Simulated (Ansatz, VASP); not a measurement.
**Two plane-wave programs on HfB3N**

```
Hf B N
1.0
     3.58204    0.00000   -0.00131
     0.00000    3.00518    0.00000
    -1.78927    0.00000    4.96541
Hf B N
1 3 1
Direct
  0.91683 0.00000 0.01448
  0.34135 0.50000 0.86348
  0.93825 0.50000 0.57545
  0.45642 0.50000 0.57547
  0.08123 0.50000 0.34327
```

Alike in both runs: functional PBE; k mesh 4 × 6 × 4; occupations gaussian, width 0.2 eV; no spin polarisation.

Ansatz relaxed the structure, and its values are those at the end. VASP's run is a single point on that final structure, the one shown.

|  | VASP | Ansatz |
| --- | --- | --- |
| version | VASP 6.6.1 | Ansatz 0.2.0 |
| potentials or method | VASP PAW PBE potentials, release 64 (Hf_pv, B, N), cutoff 520 eV | scalar-relativistic, plane waves, PAW |
| valence electrons in the cell | 24 | 40 |

```tsv
	VASP	Ansatz	Ansatz less VASP
gap on the k mesh at the Fermi level (eV)	none	none	-
pressure (GPa)	-0.3	0.2	+0.54
rms of the force components (eV/Å)	0.040	0.007	-0.0321
```

A gap of «none» marks a metal or a gap that the smearing closes. VASP's potentials hold 24 valence electrons a cell and Ansatz's 40, so a difference there can come from the potentials and not from the codes.

The k mesh is coarse, so the values compare programs but aren't converged. Neither program's run includes spin-orbit coupling.
